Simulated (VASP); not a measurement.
A run of VASP 6.6.1:

INCAR

```
PREC = Accurate ; ENCUT = 520
EDIFF = 1E-7 ; ISMEAR = -1
SIGMA = 0.1 ; LREAL = False
LASPH = True ; NELM = 60
ALGO = Normal ; ISIF = 2
LWAVE = False ; LCHARG = False
GGA = RP ; NBANDS = 8
```

File KPOINTS:

```
regular mesh
0
Gamma
  20 20 20
```

Contents of POSCAR:

```
C
1.0
    1.8241641519      0.0000000000      0.0000000000
    0.0000000000      1.8241641519      0.0000000000
    0.0000000000      0.0000000000      1.8241641519
C
1
Direct
    0.0000000000      0.0000000000      0.0000000000
```

Potentials or basis: VASP PAW PBE potentials, release 64 (C).

Launch:

```sh
$ cat potpaw_PBE.64/C/POTCAR > POTCAR
$ mpirun -np 1 vasp_std > vasp.out
```

Hardware: 1 thread of Intel(R) Xeon(R) Platinum 8375C CPU @ 2.90GHz (Ice Lake), with other jobs on the host.

Q: How long does it take, and how much memory?

A: It took 4.7 s on 1 thread of Intel(R) Xeon(R) Platinum 8375C CPU @ 2.90GHz (Ice Lake) (shared host), peak memory 0.11 GiB. Counts: scf iterations 11, k points 286.
